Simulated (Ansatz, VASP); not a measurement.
## Two plane-wave programs on P

The input INCAR:

```
PREC     = Accurate       # precision mode
ENCUT    = 520            # plane-wave cutoff, eV
EDIFF    = 1E-6           # SCF threshold, eV
ISMEAR   = 0              # smearing method
SIGMA    = 0.02           # smearing width, eV
LREAL    = F              # projectors in reciprocal space
LASPH    = T              # aspherical terms in the spheres
NELM     = 100            # most SCF steps
ALGO     = Normal         # electronic algorithm
ISIF     = 2              # what is computed and relaxed
LWAVE    = F              # write WAVECAR
LCHARG   = F              # write CHGCAR
LDIPOL   = T            
IDIPOL   = 3            
DIPOL    = 0.5 0.5 0.500
GGA      = PE             # functional
IVDW     = 12             # dispersion correction
IBRION   = 2              # ionic algorithm
NSW      = 60             # ionic steps
EDIFFG   = -0.01          # ionic threshold
```

Contents of KPOINTS:

```
Automatic mesh
0
Gamma
  9 9 1
```

The input POSCAR:

```
P
1.0
    3.1889741419      0.0000000000      0.0000000000
   -1.5944870709      2.7617326189      0.0000000000
    0.0000000000      0.0000000000     28.0000000000
P
2
Direct
    0.3333333333      0.6666666667      0.5222365346
    0.6666666667      0.3333333333      0.4777634654
```

Input for Ansatz:

```yaml
crystal:
  lattice:
    - [3.1889741419, 0.0, 0.0]
    - [-1.5944870709, 2.7617326189, 0.0]
    - [0.0, 0.0, 28.0]
  atoms:
    - { symbol: P, position: [0.3333333333, 0.6666666667, 0.5222365346] }
    - { symbol: P, position: [0.6666666667, 0.3333333333, 0.4777634654] }
  periodic: [true, true, false]
basis:
  ecutwfc: 420
kpoints:
  mp_grid: { grid: [9, 9, 1] }
  band_path:
    path:
      - [0, 0, 0]
      - [0.5, 0, 0]
      - [0.333333333333, 0.333333333333, 0]
      - [0, 0, 0]
    npoints: 8
hamiltonian:
  xc: pbe
  dispersion: d3bj
scf:
  occupations: { method: gaussian, width: 0.02 }
output:
  forces: true
  stress: true
  eigenvalues: true
relax:
  adjacent_minimum: "off"
  f_tol: 0.01
  max_steps: 40
```

Change from the starting cell: biaxial strain -0.020, atoms relaxed.

Alike in both runs: task relaxation of the atoms; functional PBE; dispersion D3(BJ); k mesh 9 × 9 × 1; occupations gaussian, width 0.02 eV; no spin polarisation.

```csv
,VASP,Ansatz
version,VASP 6.6.1,Ansatz 0.2.0
potentials or method,"VASP PAW PBE potentials, release 64 (P), cutoff 520 eV","scalar-relativistic, plane waves, PAW"
valence electrons in the cell,10,10
```

|  | VASP | Ansatz | Ansatz less VASP |
| --- | --- | --- | --- |
| gap on the k mesh at the Fermi level, each at its own relaxed structure (eV) | 1.76 | 1.73 | -0.030 |

Ansatz's warnings: stress scf threshold loose.
